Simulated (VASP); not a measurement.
# K (Im-3m) in VASP: single point with PBEsol

Aim: the single point of K with PBEsol.

Program: VASP 6.6.1. These are calculated values, not measurements. Logs are shortened: lines on timing, memory, paths and dates and some standing lists are left out, and cuts for length are marked.

## Step 1: The cell of the first run

The structure is cubic, space group Im-3m (No. 229). Conventional cell: a = 5.215 Å, b = 5.215 Å, c = 5.215 Å, α = 90.00°, β = 90.00°, γ = 90.00°.

## Step 2: Single point, PBEsol

File INCAR:

```
SYSTEM = K
PREC = Accurate
ENCUT = 500
EDIFF = 1E-6
ISMEAR = 0
SIGMA = 0.1
LREAL = .FALSE.
LASPH = .TRUE.
NELM = 120
ALGO = Normal
ISIF = 2
LWAVE = .FALSE.
LCHARG = .FALSE.
GGA = PS
NBANDS = 10
GGA_COMPAT = .FALSE.
```

File KPOINTS:

```
regular mesh
0
G
  4 4 4
  0 0 0
```

File POSCAR:

```
K
1.0
   -2.6076826180      2.6076826180      2.6076826180
    2.6076826180     -2.6076826180      2.6076826180
    2.6076826180      2.6076826180     -2.6076826180
K
1
Direct
    0.0000000000      0.0000000000      0.0000000000
```

Potentials or basis: VASP PAW PBE potentials, release 64 (K_sv).

On the command line:

```bash
cat potpaw_PBE.64/K_sv/POTCAR > POTCAR
mpirun -np 1 vasp_std > vasp.out
```

OUTCAR:

```text
SYSTEM = K
   PREC = Accurate
   ENCUT = 500
   EDIFF = 1E-6
   ISMEAR = 0
   LREAL = .FALSE.
   LASPH = .TRUE.
   NELM = 120
   ISIF = 2
   GGA = PS

 ion  position               nearest neighbor table
   1  0.000  0.000  0.000-

  LATTYP: Found a body centered cubic cell.
 ALAT       =     5.2153652360

  Lattice vectors:

 A1 = (  -2.6076826180,   2.6076826180,   2.6076826180)
 A2 = (   2.6076826180,  -2.6076826180,   2.6076826180)
 A3 = (   2.6076826180,   2.6076826180,  -2.6076826180)

Analysis of symmetry for initial positions (statically):
=====================================================================
 Subroutine PRICEL returns:
 Original cell was already a primitive cell.

 Routine SETGRP: Setting up the symmetry group for a
 body centered cubic supercell.

 Subroutine GETGRP returns: Found 48 space group operations
 (whereof 48 operations were pure point group operations)
 out of a pool of 48 trial point group operations.

The static configuration has the point symmetry O_h .

Analysis of symmetry for dynamics (positions and initial velocities):
=====================================================================
 Subroutine PRICEL returns:
 Original cell was already a primitive cell.

 Routine SETGRP: Setting up the symmetry group for a
 body centered cubic supercell.

 Subroutine GETGRP returns: Found 48 space group operations
 (whereof 48 operations were pure point group operations)
 out of a pool of 48 trial point group operations.

The dynamic configuration has the point symmetry O_h .

 Subroutine INISYM returns: Found 48 space group operations
 (whereof 48 operations are pure point group operations),
 and found     1 'primitive' translations

----------------------------------------------------------------------------------------

                                     Primitive cell

  volume of cell :      70.9291

  direct lattice vectors                    reciprocal lattice vectors
    -2.607682618  2.607682618  2.607682618     0.000000000  0.191741125  0.191741125
     2.607682618 -2.607682618  2.607682618     0.191741125  0.000000000  0.191741125
     2.607682618  2.607682618 -2.607682618     0.191741125  0.191741125  0.000000000

  length of vectors
     4.516638784  4.516638784  4.516638784     0.271162900  0.271162900  0.271162900
[... 63 lines left out ...]
   LREAL  =      F    real-space projection
   EDIFFG = 0.1E-04   stopping-criterion for IOM
   NSW    =      0    number of steps for IOM
   IBRION =     -1    ionic relax: 0-MD 1-quasi-New 2-CG
   NFREE  =      0    steps in history (QN), initial steepest desc. (CG)
   ISIF   =      2    stress and relaxation
   ISYM   =      2    0-nonsym 1-usesym 2-fastsym
   POTIM  = 0.5000    time-step for ionic-motion
   TEBEG  =    0.0;   TEEND  =   0.0 temperature during run
   PSTRESS=    0.0 pullay stress
   NELECT =       9.0000    total number of electrons
   NUPDOWN=      -1.0000    fix difference up-down
   EMIN   =  10.00;   EMAX   =-10.00  energy-range for DOS
   EFERMI =   0.00;   METHOD = LEGACY
   ISMEAR =     0;   SIGMA  =   0.10  broadening in eV -4-tet -1-fermi 0-gaus
   EFERMI_NEDOS =   21; number of points for ismear=-14 and -15
   IALGO  =     38    algorithm
   IMIX   =      4    mixing-type and parameters
     AMIX     =   0.40;   BMIX     =  1.00
     AMIX_MAG =   1.60;   BMIX_MAG =  1.00
  volume/ion in A,a.u.               =      70.93       478.65
  Fermi-wavevector in a.u.,A,eV,Ry     =   0.822648  1.554580  9.207749  0.676750
  Thomas-Fermi vector in A             =   1.934020
   LORBIT       =      0    0 simple, 1 ext, 2 COOP (PROOUT), +10 PAW based schemes
   GGA     = PS    functional components
   LHFCALC =     F    Hartree Fock is set to
   AEXX    =    0.0000 exact exchange contribution
   IVDW    =     0    specifies the selected vdW correction
   LEPSILON=     F    determine dielectric tensor
   LRPA    =     F    only Hartree local field effects (RPA)
 non-spin polarized calculation
 Gauss-broadening in eV      SIGMA  =   0.10
  energy-cutoff  :      500.00
  volume of cell :       70.93
 maximum number of plane-waves:      1865
 NGX is ok and might be reduce to    36
   NGX = 17   NGY = 17   NGZ = 17

 number of electron       9.0000000 magnetization

 Free energy of the ion-electron system (eV)
  ---------------------------------------------------
  ext. energy  EPLUGINS =         0.00000000
  ---------------------------------------------------
  free energy    TOTEN  =        -1.07369746 eV

  energy without entropy =       -1.05265585  energy(sigma->0) =       -1.06317665

 E-fermi :  -0.1156     XC(G=0):  -5.7873

 val. band max:       -0.1230157072   @ k =   0.2500   0.2500   0.0000
 cond. band min:       0.3540689912   @ k =   0.5000   0.0000   0.0000
 fundamental gap:      0.4770846984
 Fermi energy:        -0.1156170046

 k-point     1 :       0.0000    0.0000    0.0000
  band No.  band energies     occupation
      1     -32.0571      2.00000
      2     -15.5644      2.00000
      3     -15.5644      2.00000
      4     -15.5644      2.00000
      5      -2.2988      2.00000
      6       4.2434      0.00000
      7       4.2434      0.00000
      8       4.2434      0.00000
      9       5.1870      0.00000
     10       5.1870      0.00000
[... 79 lines left out ...]
 k-point     8 :       0.5000    0.5000    0.5000
  band No.  band energies     occupation
      1     -32.0482      2.00000
      2     -15.6205      2.00000
      3     -15.6205      2.00000
      4     -15.6205      2.00000
      5       1.5686      0.00000
      6       1.5686      0.00000
      7       3.4771      0.00000
      8       3.4771      0.00000
      9       3.4771      0.00000
     10       5.6674      0.00000

------------------------ aborting loop because EDIFF is reached ----------------------------------------

  FORCE on cell =-STRESS in cart. coord.  units (eV):
  Direction    XX          YY          ZZ          XY          YZ          ZX
  --------------------------------------------------------------------------------------
  -------------------------------------------------------------------------------------
  Total        0.0382786      0.0382786      0.0382786      0.0000000     -0.0000000      0.0000000
  in kB        0.8646550      0.8646550      0.8646550      0.0000000     -0.0000000      0.0000000
  external PRESSURE =       0.8646550 kB  Pullay stress =       0.0000000 kB

 VOLUME and BASIS-vectors are now :
 -----------------------------------------------------------------------------
  energy-cutoff  :      500.00
  volume of cell :       70.93
      direct lattice vectors                 reciprocal lattice vectors
    -2.607682618  2.607682618  2.607682618     0.000000000  0.191741125  0.191741125
     2.607682618 -2.607682618  2.607682618     0.191741125  0.000000000  0.191741125
     2.607682618  2.607682618 -2.607682618     0.191741125  0.191741125  0.000000000

 POSITION                                       TOTAL-FORCE (eV/Angst)
 -----------------------------------------------------------------------------------
      0.00000      0.00000      0.00000        -0.000000      0.000000      0.000000
 -----------------------------------------------------------------------------------
    total drift:                               -0.000000      0.000000      0.000000

  FREE ENERGIE OF THE ION-ELECTRON SYSTEM (eV)
  ---------------------------------------------------
  free  energy   TOTEN  =        -1.0736974600 eV

  energy  without entropy=       -1.0526558499  energy(sigma->0) =       -1.06317665
```

OSZICAR:

```text
N       E                     dE             d eps       ncg     rms          rms(c)
DAV:   1     0.402535213797E+02    0.40254E+02   -0.35477E+03   160   0.670E+02
DAV:   2     0.714427612835E+00   -0.39539E+02   -0.38958E+02   172   0.181E+02
DAV:   3    -0.974310531578E+00   -0.16887E+01   -0.16851E+01   232   0.285E+01
DAV:   4    -0.107553632250E+01   -0.10123E+00   -0.10118E+00   242   0.505E+00
DAV:   5    -0.107594575896E+01   -0.40944E-03   -0.40940E-03   242   0.325E-01    0.219E+00
DAV:   6    -0.107409248945E+01    0.18533E-02   -0.34816E-03   244   0.393E-01    0.141E+00
DAV:   7    -0.107366614973E+01    0.42634E-03   -0.59340E-03   232   0.484E-01    0.841E-02
DAV:   8    -0.107368228128E+01   -0.16132E-04   -0.42450E-04   228   0.214E-01    0.333E-02
DAV:   9    -0.107369906210E+01   -0.16781E-04   -0.20690E-05   220   0.427E-02    0.213E-02
DAV:  10    -0.107369777734E+01    0.12848E-05   -0.11826E-05   230   0.263E-02    0.379E-03
DAV:  11    -0.107369745998E+01    0.31736E-06   -0.11342E-07   112   0.308E-03
   1 F= -.10736975E+01 E0= -.10631767E+01  d E =-.210416E-01
```

Run time: 14 s. Hardware: 1 thread of Intel Xeon 8259CL, shared host; peak memory 0.19 GiB.

What came out:

```yaml
Free_energy: -1.0737 eV
Pressure: 0.1 GPa
```

Caveat: the k points lie up to 0.43 Å⁻¹ apart; the PAW data sets were made with another functional, which shifts forces and pressure a little.
